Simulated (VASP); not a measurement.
# CdS (Hawleyite) (P1) in VASP: notebook

The runs below take CdS (Hawleyite) through single point, with PBE.

Everything below comes from runs of VASP 6.6.1. Logs are shortened: lines on timing, memory, paths and dates and some standing lists are left out, and cuts for length are marked.

**1. The cell of the first run**

The typed cell holds 2 atoms: a = 4.003 Å, b = 4.170 Å, c = 4.063 Å, α = 57.57°, β = 58.84°, γ = 57.95°.

**2. Single point, PBE**

Contents of INCAR:

```
PREC = Accurate
ENCUT = 520
EDIFF = 1E-6
ISMEAR = 0
SIGMA = 0.01
LREAL = F
LASPH = T
NELM = 100
ALGO = Normal
ISIF = 2
LWAVE = F
LCHARG = T
GGA = PE
LELF = T
LVHAR = T
NBANDS = 16
```

Contents of KPOINTS:

```
regular mesh
0
Gamma
  4 4 4
```

Contents of POSCAR:

```
CdS
1.0
    0.1090276791      2.7899644988      2.8679341146
    2.9681365517      0.0481993988      2.9287623949
    2.9304196236      2.8130658677      0.0859263103
Cd S
1 1
Direct
    0.9986200000      0.0004500000      0.0030200000
    0.2529100000      0.2465500000      0.2501600000
```

Potentials or basis: VASP PAW PBE potentials, release 64 (Cd, S).

Command:

```bash
cat potpaw_PBE.64/Cd/POTCAR potpaw_PBE.64/S/POTCAR > POTCAR
mpirun -np 1 vasp_std > vasp.out
```

OUTCAR:

```text
PREC = Accurate
   ENCUT = 520
   EDIFF = 1E-6
   ISMEAR = 0
   LREAL = F
   LASPH = T
   NELM = 100
   ISIF = 2
   GGA = PE

 ion  position               nearest neighbor table
   1  0.999  0.000  0.003-   2 2.39   2 2.44   2 2.49   2 2.52
   2  0.253  0.247  0.250-   1 2.39   1 2.44   1 2.49   1 2.52

  LATTYP: Found a triclinic cell.
 ALAT       =     6.9567259779
 B/A-ratio  =     0.5840411033
 C/A-ratio  =     2.3330346979
 COS(alpha) =     0.0004532162
 COS(beta)  =     0.4824903162
 COS(gamma) =     0.8703924826

  Lattice vectors:

 A1 = (   5.7518115681,   2.8361672366,  -2.6960814940)
 A2 = (   2.9304196236,   2.8130658677,   0.0859263103)
 A3 = (   8.2838374034,  -8.2754913598, -11.2390555575)

Analysis of symmetry for initial positions (statically):
=====================================================================
 Subroutine PRICEL returns:
 Original cell was already a primitive cell.

 Routine SETGRP: Setting up the symmetry group for a
 triclinic supercell.

 Subroutine GETGRP returns: Found  1 space group operations
 (whereof  1 operations were pure point group operations)
 out of a pool of  2 trial point group operations.

The static configuration has the point symmetry C_1 .

Analysis of symmetry for dynamics (positions and initial velocities):
=====================================================================
 Subroutine PRICEL returns:
 Original cell was already a primitive cell.

 Routine SETGRP: Setting up the symmetry group for a
 triclinic supercell.

 Subroutine GETGRP returns: Found  1 space group operations
 (whereof  1 operations were pure point group operations)
 out of a pool of  2 trial point group operations.

The dynamic configuration has the point symmetry C_1 .

 Subroutine INISYM returns: Found  1 space group operations
 (whereof  1 operations are pure point group operations),
 and found     1 'primitive' translations

----------------------------------------------------------------------------------------

                                     Primitive cell

  volume of cell :      45.8764

  direct lattice vectors                    reciprocal lattice vectors
     0.109027679  2.789964499  2.867934115    -0.179496508  0.181519373  0.178922340
     2.968136552  0.048199399  2.928762395     0.170631309 -0.182988979  0.171527378
     2.930419624  2.813065868  0.085926310     0.175098835  0.178590682 -0.180391970

  length of vectors
[... 81 lines left out ...]
   NELM   =    100;   NELMIN=  2; NELMDL= -5     # of ELM steps
   EDIFF  = 0.1E-05   stopping-criterion for ELM
   LREAL  =      F    real-space projection
   EDIFFG = 0.1E-04   stopping-criterion for IOM
   NSW    =      0    number of steps for IOM
   IBRION =     -1    ionic relax: 0-MD 1-quasi-New 2-CG
   NFREE  =      0    steps in history (QN), initial steepest desc. (CG)
   ISIF   =      2    stress and relaxation
   ISYM   =      2    0-nonsym 1-usesym 2-fastsym
   POTIM  = 0.5000    time-step for ionic-motion
   TEBEG  =    0.0;   TEEND  =   0.0 temperature during run
   PSTRESS=    0.0 pullay stress
   NELECT =      18.0000    total number of electrons
   NUPDOWN=      -1.0000    fix difference up-down
   EMIN   =  10.00;   EMAX   =-10.00  energy-range for DOS
   EFERMI =   0.00;   METHOD = LEGACY
   ISMEAR =     0;   SIGMA  =   0.01  broadening in eV -4-tet -1-fermi 0-gaus
   EFERMI_NEDOS =   21; number of points for ismear=-14 and -15
   IALGO  =     38    algorithm
   IMIX   =      4    mixing-type and parameters
     AMIX     =   0.40;   BMIX     =  1.00
     AMIX_MAG =   1.60;   BMIX_MAG =  1.00
  volume/ion in A,a.u.               =      22.94       154.79
  Fermi-wavevector in a.u.,A,eV,Ry     =   1.198494  2.264825 19.543236  1.436387
  Thomas-Fermi vector in A             =   2.334381
   LORBIT       =      0    0 simple, 1 ext, 2 COOP (PROOUT), +10 PAW based schemes
   GGA     = PE    functional components
   LHFCALC =     F    Hartree Fock is set to
   AEXX    =    0.0000 exact exchange contribution
   IVDW    =     0    specifies the selected vdW correction
   LEPSILON=     F    determine dielectric tensor
   LRPA    =     F    only Hartree local field effects (RPA)
 non-spin polarized calculation
 Gauss-broadening in eV      SIGMA  =   0.01
  energy-cutoff  :      520.00
  volume of cell :       45.88
 maximum number of plane-waves:      1259
 NGX is ok and might be reduce to    30
   NGX = 15   NGY = 15   NGZ = 15

 number of electron      18.0000000 magnetization

 Free energy of the ion-electron system (eV)
  ---------------------------------------------------
  ext. energy  EPLUGINS =         0.00000000
  ---------------------------------------------------
  free energy    TOTEN  =        -5.90108266 eV

  energy without entropy =       -5.90108266  energy(sigma->0) =       -5.90108266

 E-fermi :   2.1729     XC(G=0):  -9.5135

 val. band max:        2.1172336379   @ k =   0.0000   0.0000   0.0000
 cond. band min:       3.3399629499   @ k =   0.0000   0.0000   0.0000
 fundamental gap:      1.2227293120
 Fermi energy:         2.1728636516

 k-point     1 :       0.0000    0.0000    0.0000
  band No.  band energies     occupation
      1     -10.8438      2.00000
      2      -6.0873      2.00000
      3      -6.0138      2.00000
      4      -6.0025      2.00000
      5      -5.4509      2.00000
      6      -5.4310      2.00000
[... 433 lines left out ...]
      3      -5.8097      2.00000
      4      -5.5589      2.00000
      5      -5.3632      2.00000
      6      -4.9226      2.00000
[... 8 lines left out ...]
     15      15.0607      0.00000
     16      16.3271      0.00000

 [... further k-points ...]

------------------------ aborting loop because EDIFF is reached ----------------------------------------

  FORCE on cell =-STRESS in cart. coord.  units (eV):
  Direction    XX          YY          ZZ          XY          YZ          ZX
  --------------------------------------------------------------------------------------
  -------------------------------------------------------------------------------------
  Total        2.8202723      2.9089032      2.8702946     -0.5599388      0.0950548     -1.1348911
  in kB       98.4944942    101.5898194    100.2414624    -19.5551661      3.3196716    -39.6346576
  external PRESSURE =     100.1085920 kB  Pullay stress =       0.0000000 kB

 VOLUME and BASIS-vectors are now :
 -----------------------------------------------------------------------------
  energy-cutoff  :      520.00
  volume of cell :       45.88
      direct lattice vectors                 reciprocal lattice vectors
     0.109027679  2.789964499  2.867934115    -0.179496508  0.181519373  0.178922340
     2.968136552  0.048199399  2.928762395     0.170631309 -0.182988979  0.171527378
     2.930419624  2.813065868  0.085926310     0.175098835  0.178590682 -0.180391970

 POSITION                                       TOTAL-FORCE (eV/Angst)
 -----------------------------------------------------------------------------------
      0.11906      2.79463      2.86555        -0.107299      0.563493      0.289976
      1.49244      1.42121      1.46891         0.107299     -0.563493     -0.289976
 -----------------------------------------------------------------------------------
    total drift:                                0.000190     -0.000081     -0.000391

  FREE ENERGIE OF THE ION-ELECTRON SYSTEM (eV)
  ---------------------------------------------------
  free  energy   TOTEN  =        -5.9010826592 eV

  energy  without entropy=       -5.9010826592  energy(sigma->0) =       -5.90108266
```

OSZICAR:

```text
N       E                     dE             d eps       ncg     rms          rms(c)
DAV:   1     0.111002107711E+03    0.11100E+03   -0.92839E+03  1176   0.105E+03
DAV:   2    -0.235894427913E+01   -0.11336E+03   -0.10722E+03  1456   0.257E+02
DAV:   3    -0.643858641112E+01   -0.40796E+01   -0.40741E+01  1432   0.511E+01
DAV:   4    -0.646300157872E+01   -0.24415E-01   -0.24412E-01  1504   0.388E+00
DAV:   5    -0.646331580329E+01   -0.31422E-03   -0.31422E-03  1384   0.417E-01    0.977E+00
DAV:   6    -0.592512761017E+01    0.53819E+00   -0.80926E-01  1704   0.124E+01    0.758E+00
DAV:   7    -0.590060004449E+01    0.24528E-01   -0.24470E-01  1528   0.343E+00    0.344E+00
DAV:   8    -0.590105166317E+01   -0.45162E-03   -0.24911E-02  1392   0.209E+00    0.402E-01
DAV:   9    -0.590092292559E+01    0.12874E-03   -0.29537E-03  1424   0.867E-01    0.740E-02
DAV:  10    -0.590101188969E+01   -0.88964E-04   -0.28325E-04  1440   0.208E-01    0.584E-02
DAV:  11    -0.590108441851E+01   -0.72529E-04   -0.10581E-04  1312   0.877E-02    0.172E-02
DAV:  12    -0.590108171422E+01    0.27043E-05   -0.24251E-05  1536   0.707E-02    0.104E-02
DAV:  13    -0.590108273331E+01   -0.10191E-05   -0.36687E-06  1400   0.198E-02    0.574E-03
DAV:  14    -0.590108265923E+01    0.74078E-07   -0.21908E-07   936   0.367E-03
   1 F= -.59010827E+01 E0= -.59010827E+01  d E =-.319993E-17
```

stdout:

```text
POSCAR found type information on POSCAR CdS
 POSCAR found :  2 types and       2 ions
 scaLAPACK will be used
 LDA part: xc-table for (Slater+PW92), standard interpolation
 POSCAR, INCAR and KPOINTS ok, starting setup
 FFT: planning ... GRIDC
 FFT: planning ... GRID_SOFT
 FFT: planning ... GRID
 WAVECAR not read
 entering main loop
```

Run time: 55 s. Hardware: 1 thread of AMD EPYC 7R13, shared host; peak memory 0.15 GiB.

What came out:

```
Free energy            : -5.9011 eV
Pressure               : 10.0 GPa
Largest force          : 0.643 eV/Å
Band gap on the k mesh : 1.22 eV, direct
```

Forces on the atoms (eV/Å):
```
Cd  -0.107  0.563  0.290
S    0.107 -0.563 -0.290
```

Stress tensor (GPa, compression positive):
```
 9.85 -1.96 -3.96
-1.96 10.16  0.33
-3.96  0.33 10.02
```

Caveat: the k points lie up to 0.49 Å⁻¹ apart. A hybrid or GW would open this gap; PBE tends to underestimate it.

**3. Single point, PBE**

This run uses another cell than the first one, of 23.17 Å³/atom, 1.010 times its volume.

INCAR, as its differences from that of step 2:

```diff
@@ -2,3 +2,3 @@
 ENCUT = 520
-EDIFF = 1E-6
+EDIFF = 1E-7
 ISMEAR = 0
@@ -7,3 +7,3 @@
 LASPH = T
-NELM = 100
+NELM = 80
 ALGO = Normal
```

Contents of KPOINTS:

```
Automatic mesh
0
Gamma
  4 4 4
```

Contents of POSCAR:

```
CdS
1.0
    0.1093917141      2.7992799753      2.8775099256
    2.9780469309      0.0483603329      2.9385413068
    2.9402040689      2.8224584779      0.0862132116
Cd S
1 1
Direct
    0.9986200000      0.0004500000      0.0030200000
    0.2529100000      0.2465500000      0.2501600000
```

Potentials or basis: VASP PAW PBE potentials, release 64 (Cd, S).

Command:

```bash
cat potpaw_PBE.64/Cd/POTCAR potpaw_PBE.64/S/POTCAR > POTCAR
mpirun -np 1 vasp_std > vasp.out
```

Run time: 63 s. Hardware: 1 thread of AMD EPYC 7R13, shared host; peak memory 0.15 GiB.

Results (log left out):

- Free energy: -5.9286 eV
- Pressure: 9.1 GPa
- Largest force: 0.615 eV/Å
- Band gap on the k mesh: 1.20 eV, direct

Forces on the atoms (eV/Å):
```
Cd  -0.106  0.539  0.278
S    0.106 -0.539 -0.278
```

Stress tensor (GPa, compression positive):
```
 8.89 -1.89 -3.82
-1.89  9.25  0.31
-3.82  0.31  9.08
```

Levels at points of the mesh, in eV from the valence-band top:
```csv
k point,band 7,band 8,band 9,band 10,band 11,band 12
"(0.00, 0.00, 0.00)",-0.20,-0.02,0.00,1.20,6.06,6.51
"(0.50, 0.00, 0.00)",-4.95,-1.17,-0.95,2.87,6.54,7.10
"(0.00, 0.50, 0.00)",-4.87,-0.90,-0.83,3.06,6.78,7.08
"(0.50, 0.50, 0.00)",-4.37,-2.29,-2.04,3.35,4.41,9.29
"(0.00, 0.00, 0.50)",-4.90,-1.04,-0.91,2.91,6.51,7.24
"(0.50, 0.00, 0.50)",-4.19,-2.51,-2.06,3.16,4.24,9.68
"(0.00, 0.50, 0.50)",-4.46,-2.16,-2.07,3.42,4.51,9.15
"(0.50, 0.50, 0.50)",-4.91,-0.84,-0.69,3.24,7.07,7.12
```

Caveat: the k points lie up to 0.49 Å⁻¹ apart. Expect the measured gap to be larger: semilocal functionals such as PBE lack the derivative discontinuity.
